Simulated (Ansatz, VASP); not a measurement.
**One calculation of Nb3Te8Mo, two programs**

```
Nb Te Mo
1.0
     7.26580    0.00000    0.00000
    -3.63290    6.29236    0.00000
     0.00000    0.00000    7.75688
Nb Te Mo
3 8 1
Direct
  0.00000 0.50000 0.00000
  0.50000 0.50000 0.00000
  0.50000 0.00000 0.00000
  0.33333 0.66667 0.75778
  0.32928 0.16464 0.76267
  0.83536 0.67072 0.76267
  0.83536 0.16464 0.76267
  0.16464 0.83536 0.23733
  0.16464 0.32928 0.23733
  0.67072 0.83536 0.23733
  0.66667 0.33333 0.24222
  0.00000 0.00000 0.00000
```

Alike in both runs: task single point; functional PBE; k mesh 6 × 6 × 6; occupations gaussian, width 0.1 eV; no spin polarisation.

|  | VASP | Ansatz |
| --- | --- | --- |
| version | VASP 6.6.1 | Ansatz 0.2.0 |
| potentials or method | VASP PAW PBE potentials, release 64 (Nb_sv, Te, Mo_sv), cutoff 520 eV | scalar-relativistic, plane waves, PAW |
| valence electrons in the cell | 101 | 181 |

|  | VASP | Ansatz | Ansatz less VASP |
| --- | --- | --- | --- |
| gap on the k mesh at the Fermi level (eV) | none | none | - |
| pressure (GPa) | -0.1 | 0.0 | +0.07 |
| rms of the force components (eV/Å) | 0.004 | 0.001 | -0.0023 |

Atom by atom the forces differ by 0.003 eV/Å (rms over components). A gap of «none» marks a metal or a gap that the smearing closes. VASP's potentials hold 101 valence electrons a cell and Ansatz's 181, so a difference there can come from the potentials and not from the codes.

Neither program's run includes spin-orbit coupling.
